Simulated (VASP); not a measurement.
# Bi (P-1) in VASP: single point with LDA

Aim: the single point of Bi with LDA.

Everything below comes from runs of VASP 6.6.1. Logs are shortened: lines on timing, memory, paths and dates and some standing lists are left out, and cuts for length are marked.

**1. The cell of the first run**

The typed cell holds 2 atoms: a = 4.729 Å, b = 4.729 Å, c = 4.729 Å, α = 57.30°, β = 57.30°, γ = 57.30°.

**2. Single point, LDA (atoms moved at random)**

Input file INCAR:

```
ALGO = Fast
EDIFF = 1E-7
ENCUT = 520
ISIF = 2
ISMEAR = -1
LASPH = T
LCHARG = F
LREAL = F
LWAVE = F
NBANDS = 22
NELM = 100
PREC = Accurate
SIGMA = 0.025
```

Input file KPOINTS:

```
k-points
0
Gamma
  6 6 6
```

Input file POSCAR:

```
Bi
1.0
    2.2675000000      1.3091417354      3.9380000000
   -2.2675000000      1.3091417354      3.9380000000
    0.0000000000     -2.6182834708      3.9380000000
Bi
2
Direct
    0.7615300000      0.8367390000      0.7333520000
    0.2098670000      0.2534110000      0.2306440000
```

Potentials or basis: VASP PAW LDA potentials, release 64 (Bi_d).

On the command line:

```sh
> cat potpaw_LDA.64/Bi_d/POTCAR > POTCAR
> mpirun -np 1 vasp_std > vasp.out
```

OUTCAR:

```text
EDIFF = 1E-7
   ENCUT = 520
   ISIF = 2
   ISMEAR = -1
   LASPH = T
   LREAL = F
   NELM = 100
   PREC = Accurate

 ion  position               nearest neighbor table
   1  0.762  0.837  0.733-   2 2.83   2 3.01   2 3.11   2 3.53   2 3.62   2 3.75
   2  0.210  0.253  0.231-   1 2.83   1 3.01   1 3.11   1 3.53   1 3.62   1 3.75

  LATTYP: Found a trigonal (rhomboedric) cell.
 ALAT       =     4.7289800521
 COS(alpha) =     0.5401781303

  Lattice vectors:

 A1 = (   2.2675000000,   1.3091417354,   3.9380000000)
 A2 = (  -2.2675000000,   1.3091417354,   3.9380000000)
 A3 = (   0.0000000000,  -2.6182834708,   3.9380000000)

Analysis of symmetry for initial positions (statically):
=====================================================================
 Subroutine PRICEL returns:
 Original cell was already a primitive cell.

 Routine SETGRP: Setting up the symmetry group for a
 trigonal (rhombohedral) supercell.

 Subroutine GETGRP returns: Found  2 space group operations
 (whereof  1 operations were pure point group operations)
 out of a pool of 12 trial point group operations.

The static configuration has the point symmetry C_1 .
 The point group associated with its full space group is S_2 .

Analysis of symmetry for dynamics (positions and initial velocities):
=====================================================================
 Subroutine PRICEL returns:
 Original cell was already a primitive cell.

 Routine SETGRP: Setting up the symmetry group for a
 trigonal (rhombohedral) supercell.

 Subroutine GETGRP returns: Found  2 space group operations
 (whereof  1 operations were pure point group operations)
 out of a pool of 12 trial point group operations.

The dynamic configuration has the point symmetry C_1 .
 The point group associated with its full space group is S_2 .

 Subroutine INISYM returns: Found  2 space group operations
 (whereof  1 operations are pure point group operations),
 and found     1 'primitive' translations

----------------------------------------------------------------------------------------

                                     Primitive cell

  volume of cell :      70.1392

  direct lattice vectors                    reciprocal lattice vectors
     2.267500000  1.309141735  3.938000000     0.220507166  0.127309872  0.084645336
    -2.267500000  1.309141735  3.938000000    -0.220507166  0.127309872  0.084645336
     0.000000000 -2.618283471  3.938000000     0.000000000 -0.254619744  0.084645336

  length of vectors
     4.728980052  4.728980052  4.728980052     0.268320791  0.268320791  0.268320791

  position of ions in fractional coordinates (direct lattice)
     0.761530000  0.836739000  0.733352000
     0.209867000  0.253411000  0.230644000

  ion indices of the primitive-cell ions
   primitive index   ion index
                 1           1
                 2           2

----------------------------------------------------------------------------------------

 KPOINTS: k-points

Automatic generation of k-mesh.
 Grid dimensions read from file:
 generate k-points for:    6    6    6

 Generating k-lattice:

  Cartesian coordinates                     Fractional coordinates (reciprocal lattice)
     0.036751194  0.021218312  0.014107556     0.166666667 -0.000000000  0.000000000
    -0.036751194  0.021218312  0.014107556    -0.000000000  0.166666667  0.000000000
     0.000000000 -0.042436624  0.014107556     0.000000000  0.000000000  0.166666667

  Length of vectors
     0.044720132  0.044720132  0.044720132

  Shift w.r.t. Gamma in fractional coordinates (k-lattice)
     0.000000000  0.000000000  0.000000000

 Subroutine IBZKPT returns following result:
 ===========================================

 Found    112 irreducible k-points:

 Following reciprocal coordinates:
            Coordinates               Weight
  0.000000  0.000000  0.000000      1.000000
  0.166667  0.000000 -0.000000      2.000000
  0.000000  0.166667 -0.000000      2.000000
 -0.000000 -0.000000  0.166667      2.000000
  0.333333  0.000000  0.000000      2.000000
  0.000000  0.333333  0.000000      2.000000
[... 16 lines left out ...]
 -0.166667  0.500000 -0.000000      2.000000
  0.166667  0.000000  0.500000      2.000000
 [... further k-points ...]
   k-points           NKPTS =    112   k-points in BZ     NKDIM =    112   number of bands    NBANDS=     22
   number of dos      NEDOS =    301   number of ions     NIONS =      2
   total plane-waves  NPLWV =  46656
   dimension x,y,z NGX =    36 NGY =   36 NGZ =   36
   dimension x,y,z NGXF=    72 NGYF=   72 NGZF=   72
   ions per type =               2
   NGX,Y,Z   is equivalent  to a cutoff of  12.66, 12.66, 12.66 a.u.
   NGXF,Y,Z  is equivalent  to a cutoff of  25.31, 25.31, 25.31 a.u.
 SYSTEM =  unknown system
   PREC   = accura    normal or accurate (medium, high low for compatibility)
   ISTART =      0    job   : 0-new  1-cont  2-samecut
   ICHARG =      2    charge: 1-file 2-atom 10-const
   ISPIN  =      1    spin polarized calculation?
   LNONCOLLINEAR =      F non collinear calculations
   LSORBIT =      F    spin-orbit coupling
   LASPH  =      T    aspherical Exc in radial PAW
   ENCUT  =  520.0 eV  38.22 Ry    6.18 a.u.   8.79  8.79  8.79*2*pi/ulx,y,z
   NELM   =    100;   NELMIN=  2; NELMDL= -5     # of ELM steps
   EDIFF  = 0.1E-06   stopping-criterion for ELM
   LREAL  =      F    real-space projection
   EDIFFG = 0.1E-05   stopping-criterion for IOM
   NSW    =      0    number of steps for IOM
   IBRION =     -1    ionic relax: 0-MD 1-quasi-New 2-CG
   NFREE  =      0    steps in history (QN), initial steepest desc. (CG)
   ISIF   =      2    stress and relaxation
   ISYM   =      2    0-nonsym 1-usesym 2-fastsym
   POTIM  = 0.5000    time-step for ionic-motion
   TEBEG  =    0.0;   TEEND  =   0.0 temperature during run
   PSTRESS=    0.0 pullay stress
   NELECT =      30.0000    total number of electrons
   NUPDOWN=      -1.0000    fix difference up-down
   EMIN   =  10.00;   EMAX   =-10.00  energy-range for DOS
   EFERMI =   0.00;   METHOD = LEGACY
   ISMEAR =    -1;   SIGMA  =   0.03  broadening in eV -4-tet -1-fermi 0-gaus
   EFERMI_NEDOS =   21; number of points for ismear=-14 and -15
   IALGO  =     68    algorithm
   IMIX   =      4    mixing-type and parameters
     AMIX     =   0.40;   BMIX     =  1.00
     AMIX_MAG =   1.60;   BMIX_MAG =  1.00
  volume/ion in A,a.u.               =      35.07       236.66
  Fermi-wavevector in a.u.,A,eV,Ry     =   1.233469  2.330919 20.700530  1.521446
  Thomas-Fermi vector in A             =   2.368198
   LORBIT       =      0    0 simple, 1 ext, 2 COOP (PROOUT), +10 PAW based schemes
   GGA     = CA    functional components
   LHFCALC =     F    Hartree Fock is set to
   AEXX    =    0.0000 exact exchange contribution
   IVDW    =     0    specifies the selected vdW correction
   LEPSILON=     F    determine dielectric tensor
   LRPA    =     F    only Hartree local field effects (RPA)
 non-spin polarized calculation
 RMM-DIIS sequential band-by-band and
  energy-cutoff  :      520.00
  volume of cell :       70.14
 maximum number of plane-waves:      1934
   NGX = 17   NGY = 17   NGZ = 17

 number of electron      29.9999998 magnetization

 Free energy of the ion-electron system (eV)
  ---------------------------------------------------
  ext. energy  EPLUGINS =         0.00000000
  ---------------------------------------------------
  free energy    TOTEN  =        -8.99654878 eV

  energy without entropy =       -8.99624846  energy(sigma->0) =       -8.99639862

 E-fermi :   6.1294     XC(G=0):  -9.7850

 val. band max:        6.0524981242   @ k =   0.5000   0.3333  -0.3333
 cond. band min:       6.1682564470   @ k =   0.0000   0.5000   0.0000
 fundamental gap:      0.1157583228
 Fermi energy:         6.1293976923

 k-point     1 :       0.0000    0.0000    0.0000
  band No.  band energies     occupation
      1     -16.8898      2.00000
      2     -16.7692      2.00000
      3     -16.6587      2.00000
      4     -16.6544      2.00000
      5     -16.5889      2.00000
      6     -16.4367      2.00000
[... 14 lines left out ...]
     21      12.2846      0.00000
     22      12.3654      0.00000

 k-point     2 :       0.1667    0.0000   -0.0000
  band No.  band energies     occupation
      1     -16.8737      2.00000
      2     -16.7509      2.00000
      3     -16.6497      2.00000
      4     -16.6334      2.00000
      5     -16.5766      2.00000
      6     -16.4506      2.00000
[... 14 lines left out ...]
     21      12.2670      0.00000
     22      13.9692      0.00000

 k-point     3 :       0.0000    0.1667   -0.0000
  band No.  band energies     occupation
      1     -16.8752      2.00000
      2     -16.7474      2.00000
      3     -16.6532      2.00000
      4     -16.6382      2.00000
      5     -16.5745      2.00000
      6     -16.4525      2.00000
[... 14 lines left out ...]
     21      12.2309      0.00000
     22      13.9126      0.00000

 k-point     4 :      -0.0000   -0.0000    0.1667
  band No.  band energies     occupation
      1     -16.8694      2.00000
      2     -16.7571      2.00000
      3     -16.6402      2.00000
      4     -16.6332      2.00000
      5     -16.5846      2.00000
      6     -16.4426      2.00000
[... 14 lines left out ...]
     21      12.3320      0.00000
     22      14.0657      0.00000

 k-point     5 :       0.3333    0.0000    0.0000
  band No.  band energies     occupation
      1     -16.8353      2.00000
      2     -16.7021      2.00000
      3     -16.6368      2.00000
      4     -16.5832      2.00000
      5     -16.5424      2.00000
      6     -16.4992      2.00000
[... 417 lines left out ...]
 k-point    22 :       0.0000    0.5000    0.1667
  band No.  band energies     occupation
      1     -16.8351      2.00000
      2     -16.6464      2.00000
      3     -16.6157      2.00000
      4     -16.5872      2.00000
      5     -16.5493      2.00000
      6     -16.4925      2.00000
[... 14 lines left out ...]
     21      15.2439      0.00000
     22      15.6266      0.00000

 k-point    23 :      -0.1667    0.5000   -0.0000
  band No.  band energies     occupation
      1     -16.8208      2.00000
      2     -16.6613      2.00000
      3     -16.6235      2.00000
      4     -16.5942      2.00000
      5     -16.5537      2.00000
      6     -16.4887      2.00000
[... 14 lines left out ...]
     21      15.1168      0.00000
     22      15.6136      0.00000

 k-point    24 :       0.1667    0.0000    0.5000
  band No.  band energies     occupation
      1     -16.8166      2.00000
      2     -16.6663      2.00000
      3     -16.6101      2.00000
      4     -16.5783      2.00000
      5     -16.5611      2.00000
      6     -16.4832      2.00000
[... 14 lines left out ...]
     21      14.9858      0.00000
     22      15.5625      0.00000

 [... further k-points ...]

------------------------ aborting loop because EDIFF is reached ----------------------------------------

  FORCE on cell =-STRESS in cart. coord.  units (eV):
  Direction    XX          YY          ZZ          XY          YZ          ZX
  --------------------------------------------------------------------------------------
  -------------------------------------------------------------------------------------
  Total       -0.5079963      1.4353464      0.4335989      0.2867136      1.4167260     -0.4069333
  in kB      -11.6040661     32.7873555      9.9046209      6.5493469     32.3620125     -9.2955023
  external PRESSURE =      10.3626367 kB  Pullay stress =       0.0000000 kB

 VOLUME and BASIS-vectors are now :
 -----------------------------------------------------------------------------
  energy-cutoff  :      520.00
  volume of cell :       70.14
      direct lattice vectors                 reciprocal lattice vectors
     2.267500000  1.309141735  3.938000000     0.220507166  0.127309872  0.084645336
    -2.267500000  1.309141735  3.938000000    -0.220507166  0.127309872  0.084645336
     0.000000000 -2.618283471  3.938000000     0.000000000 -0.254619744  0.084645336

 POSITION                                       TOTAL-FORCE (eV/Angst)
 -----------------------------------------------------------------------------------
     -0.17054      0.17224      9.18192         0.192449     -0.857449     -1.006456
     -0.09874      0.00261      2.73266        -0.192449      0.857449      1.006456
 -----------------------------------------------------------------------------------
    total drift:                               -0.000046      0.000065     -0.000015

  FREE ENERGIE OF THE ION-ELECTRON SYSTEM (eV)
  ---------------------------------------------------
  free  energy   TOTEN  =        -8.9965487841 eV

  energy  without entropy=       -8.9962484641  energy(sigma->0) =       -8.99639862
```

It took 1.7 min on 1 thread of Intel Xeon Platinum 8488C (Sapphire Rapids), shared host; peak memory 0.26 GiB.

Results:

```
Free energy            : -8.9965 eV
Pressure               : 1.0 GPa
Largest force          : 1.336 eV/Å
Band gap on the k mesh : zero (bands 15 and 16 overlap by 0.27 eV)
```

Forces in eV/Å, atoms in the order of the input:
```
Bi   0.192 -0.857 -1.006
Bi  -0.192  0.857  1.006
```

Stress tensor (GPa, compression positive):
```
-1.16  0.65 -0.93
 0.65  3.28  3.24
-0.93  3.24  0.99
```

Levels at points of the mesh, in eV from the Fermi level:
| k point | band 12 | band 13 | band 14 | band 15 | band 16 | band 17 | band 18 | band 19 |
| --- | --- | --- | --- | --- | --- | --- | --- | --- |
| (0.00, 0.00, 0.00) | -7.32 | -1.64 | -1.21 | -1.07 | 1.87 | 2.41 | 3.35 | 5.75 |
| (0.50, 0.00, 0.00) | -10.40 | -1.68 | -1.59 | -0.46 | -0.10 | 1.01 | 1.73 | 7.31 |
| (0.00, 0.50, 0.00) | -10.05 | -1.78 | -1.62 | -0.44 | 0.04 | 0.76 | 1.70 | 7.15 |
| (0.00, 0.00, 0.50) | -10.98 | -1.67 | -1.51 | -0.56 | -0.08 | 1.46 | 1.46 | 7.59 |
| (0.50, 0.50, 0.00) | -10.04 | -4.34 | -3.03 | -2.97 | 2.26 | 5.06 | 5.58 | 7.22 |
| (0.50, 0.00, 0.50) | -9.24 | -4.75 | -3.11 | -2.67 | 1.68 | 5.26 | 6.09 | 6.66 |
| (0.00, 0.50, 0.50) | -9.49 | -4.62 | -3.02 | -2.81 | 1.81 | 5.28 | 5.90 | 6.83 |
| (0.50, 0.50, 0.50) | -9.47 | -1.38 | -1.37 | -0.44 | 0.38 | 1.15 | 1.44 | 6.62 |

Caveat: the cell differs from its parent crystal (atoms moved at random); spin-orbit coupling is left out, which moves the levels of the heavy elements; forces of over 1 eV/Å act on the atoms, so gaps and moduli don't describe the material at rest.
